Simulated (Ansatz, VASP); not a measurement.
One calculation of MgO, two programs

```
CELL_PARAMETERS angstrom
3.48402 0.00000 0.00000
-1.74201 3.01725 0.00000
0.00000 0.00000 4.18532
ATOMIC_POSITIONS crystal
Mg 0.33333 0.66667 0.25000
Mg 0.66667 0.33333 0.75000
O 0.66667 0.33333 0.25000
O 0.33333 0.66667 0.75000
```

Alike in both runs: task single point; functional r2SCAN; k mesh 9 × 9 × 6; no spin polarisation.

|  | VASP | Ansatz |
| --- | --- | --- |
| version | VASP 6.6.1 | Ansatz 0.2.0 |
| potentials or method | VASP PAW PBE potentials, release 64 (Mg, O) | plane waves, PAW |
| plane-wave cutoff (eV) | 520 | 500 |
| occupations | gaussian, width 0.01 eV | fixed |
| valence electrons in the cell | 16 | 32 |

Ansatz gave:

```
gap on the k mesh at the Fermi level (eV)                     : 4.09
pressure (GPa)                                                : 0.0
traceless stress, the component that is largest in VASP (GPa) : -0.01
```

Task: Which values does VASP return?

Result: gap on the k mesh at the Fermi level (eV): 4.08; pressure (GPa): -0.8; traceless stress, the component that is largest in VASP (GPa): -0.20.

VASP's potentials were made for PBE, not for r2SCAN. VASP's potentials hold 16 valence electrons a cell and Ansatz's 32, so a difference there can come from the potentials and not from the codes.
